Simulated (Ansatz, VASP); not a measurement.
# KI in VASP and in Ansatz

```xyz
2
Lattice="0.0000 3.8065 3.8065 3.8065 0.0000 3.8065 3.8065 3.8065 0.0000" Properties=species:S:1:pos:R:3 pbc="T T T"
K     0.0000    0.0000    0.0000
I     3.8065    3.8065    3.8065
```

Change from the starting cell: strain +0.080 along x and y, +0.080 along z, atoms carried along.

Alike in both runs: task single point; functional r2SCAN; k mesh 6 × 6 × 6; occupations gaussian, width 0.05 eV; no spin polarisation.

```csv
,VASP,Ansatz
version,VASP 6.6.1,Ansatz 0.2.0
potentials or method,"VASP PAW PBE potentials, release 64 (K_sv, I), cutoff 520 eV","scalar-relativistic, plane waves, PAW"
valence electrons in the cell,16,26
```

```tsv
	VASP	Ansatz	Ansatz less VASP
gap on the k mesh at the Fermi level (eV)	4.12	4.12	+0.003
least direct gap on the mesh (eV)	4.12	4.12	+0.003
pressure (GPa)	-1.6	-1.6	+0.01
```

VASP's potentials were made for PBE, not for r2SCAN. With one functional, cell and mesh, what is left measures potentials, basis and numerics. VASP's potentials hold 16 valence electrons a cell and Ansatz's 26, so a difference there can come from the potentials and not from the codes.

Spin-orbit coupling is off throughout.
